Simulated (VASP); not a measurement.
Set up this calculation in VASP 6.6.1, as the native input.

- Task: single point
- Functional: PBE
- Potentials or basis: VASP PAW PBE potentials, release 64 (Si, C)
- Cutoff: 520 eV
- k mesh: 6 × 6 × 1
- Occupations: fermi-dirac, width 0.05 eV
- Spin: no spin polarisation
- Dipole correction: no
- Further INCAR settings: ALGO = Normal; EDIFF = 1e-06; NBANDS = 36

The structure of SiC lies in POSCAR:

```
SiC
1.0
    3.0950000000      0.0000000000      0.0000000000
   -1.5475000000      2.6803486247      0.0000000000
    0.0000000000      0.0000000000     15.1700000000
Si C
6 6
Direct
    0.6666666667      0.3333333333      0.4583000000
    0.3333333333      0.6666666667      0.9583000000
    0.6666666667      0.3333333333      0.7917000000
    0.3333333333      0.6666666667      0.2917000000
    0.0000000000      0.0000000000      0.6250000000
    0.0000000000      0.0000000000      0.1250000000
    0.6666666667      0.3333333333      0.3333000000
    0.3333333333      0.6666666667      0.8333000000
    0.6666666667      0.3333333333      0.6667000000
    0.3333333333      0.6666666667      0.1667000000
    0.0000000000      0.0000000000      0.5000000000
    0.0000000000      0.0000000000      0.0000000000
```

These files were run (other wordings do the same):

INCAR

```
SYSTEM = SiC
PREC = Accurate
ENCUT = 520
EDIFF = 1E-6
ISMEAR = -1
SIGMA = 0.05
LREAL = .FALSE.
LASPH = .TRUE.
NELM = 80
ALGO = Normal
ISIF = 2
LWAVE = .FALSE.
LCHARG = .FALSE.
GGA = PE
NBANDS = 36
```

KPOINTS

```
regular mesh
0
G
  6 6 1
  0 0 0
```

Potentials or basis: VASP PAW PBE potentials, release 64 (Si, C).

Launch:

```sh
$ cat potpaw_PBE.64/Si/POTCAR potpaw_PBE.64/C/POTCAR > POTCAR
$ mpirun -np 1 vasp_std > vasp.out
```

Results of the run:

* Pressure: 0.2 GPa
* Largest force: 0.154 eV/Å
* Band gap on the k mesh: 2.02 eV (least direct gap 3.11 eV)

It took 52 s on 1 thread of Intel Xeon 8259CL, with other jobs on the host, peak memory 0.24 GiB.
